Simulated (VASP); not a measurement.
Set up this calculation in VASP 6.6.1, as the native input.

```
Task                   : single point
Functional             : PBE
Potentials or basis    : VASP PAW PBE potentials, release 64 (Zn, S)
Cutoff                 : 520 eV
k mesh                 : 8 × 8 × 3
Occupations            : gaussian, width 0.05 eV
Spin                   : no spin polarisation
Dipole correction      : no
Further INCAR settings : ALGO = Normal; EDIFF = 1e-06; NBANDS = 36
```

The structure of ZnS lies in POSCAR:

```
ZnS
1.0
    2.7046500000     -2.7046500000      0.0000000000
    2.7046500000      0.0000000000     -2.7046500000
    8.1139500000      4.0569750000      4.0569750000
Zn S
3 3
Direct
    0.6041500000      0.6041500000      0.1250333333
   -0.3958500000     -0.3958500000      0.7917000000
    0.1041500000      0.1041500000      0.4583666667
    0.2291500000      0.2291500000      0.8750333333
    0.7291500000      0.7291500000      0.5417000000
    0.2291500000      0.2291500000      0.2083666667
```

This cell differs from its parent crystal: the part above a cut slid along it.

These files were run (other wordings do the same):

INCAR

```
SYSTEM = ZnS
  PREC = Accurate
  ENCUT = 520
  EDIFF = 1E-6
  ISMEAR = 0
  SIGMA = 0.05
  LREAL = .False.
  LASPH = .True.
  NELM = 60
  ALGO = Normal
  ISIF = 2
  LWAVE = .False.
  LCHARG = .False.
  GGA = PE
  NBANDS = 36
```

KPOINTS

```
regular mesh
0
Gamma
  8 8 3
  0 0 0
```

Potentials or basis: VASP PAW PBE potentials, release 64 (Zn, S).

Command:

```bash
$ cat potpaw_PBE.64/Zn/POTCAR potpaw_PBE.64/S/POTCAR > POTCAR
$ mpirun -np 1 vasp_std > vasp.out
```

Results of the run:

* Pressure: 0.8 GPa
* Largest force: 0.276 eV/Å
* Band gap on the k mesh: 1.34 eV

Caveat: the cell differs from its parent crystal (the part above a cut slid along it).

It took 3.2 min on 1 thread of AMD EPYC 7R13 Processor (Zen 3), on a shared host, peak memory 0.33 GiB.
